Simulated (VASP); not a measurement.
Write the native input for VASP 6.6.1 that does the following.

* Task: relaxation of cell and atoms
* Functional: PBE
* Potentials or basis: VASP PAW PBE potentials, release 64 (Mg, Zn, S)
* Cutoff: 600 eV
* k mesh: 6 × 6 × 8
* Occupations: gaussian, width 0.02 eV
* Spin: no spin polarisation
* Dipole correction: no
* Further INCAR settings: ALGO = Normal; EDIFF = 1e-06; IBRION = 2; EDIFFG = -0.01; NSW = 100; ISIF = 3

The structure of Mg3ZnS4 lies in POSCAR:

```
Mg3ZnS4
1.0
    3.6722489000     -5.2134568000      0.0000000000
    3.6722489000      5.2134568000      0.0000000000
    0.0000000000      0.0000000000      3.6760849000
Mg Zn S
3 1 4
Direct
    0.0000000000      0.5000000000      0.5000000000
    0.5000000000      0.0000000000      0.5000000000
    0.5000000000      0.5000000000      0.0000000000
    0.0000000000      0.0000000000      0.0000000000
    0.7500790000      0.2499210000      0.0000000000
    0.7562390000      0.7562390000      0.5000000000
    0.2437610000      0.2437610000      0.5000000000
    0.2499210000      0.7500790000      0.0000000000
```

These files were run (other wordings do the same):

INCAR

```
ALGO     = Normal         # electronic algorithm
EDIFF    = 1E-6           # SCF threshold, eV
EDIFFG   = -0.01          # ionic threshold
ENCUT    = 600            # plane-wave cutoff, eV
GGA      = PE             # functional
IBRION   = 2              # ionic algorithm
ISIF     = 3              # what is computed and relaxed
ISMEAR   = 0              # smearing method
LASPH    = T              # aspherical terms in the spheres
LCHARG   = F              # write CHGCAR
LREAL    = F              # projectors in reciprocal space
LWAVE    = F              # write WAVECAR
NELM     = 60             # most SCF steps
NSW      = 100            # ionic steps
PREC     = Accurate       # precision mode
SIGMA    = 0.02           # smearing width, eV
```

KPOINTS

```
k-points
0
Gamma
  6 6 8
```

Potentials or basis: VASP PAW PBE potentials, release 64 (Mg, Zn, S).

The run is started by

```console
$ cat potpaw_PBE.64/Mg/POTCAR potpaw_PBE.64/Zn/POTCAR potpaw_PBE.64/S/POTCAR > POTCAR
$ mpirun -np 1 vasp_std > vasp.out
```

Results of the run:

* Relaxed volume: 17.54 Å³/atom
* Relaxed cell: a = 6.370 Å, b = 6.370 Å, c = 3.672 Å, α = 90.00°, β = 90.00°, γ = 109.67°
* Space group after relaxing (to 0.1 Å): Cmmm (No. 65)
* Energy gained by relaxing: 0.0 meV/atom
* Ionic steps: 2
* Pressure after relaxing: 0.0 GPa
* Largest force after relaxing: 0.008 eV/Å
* Band gap on the k mesh: 1.23 eV (least direct gap 1.43 eV)

Run time: 3 min on 1 thread of Intel(R) Xeon(R) 6975P-C (Granite Rapids), on a shared host, peak memory 0.47 GiB.
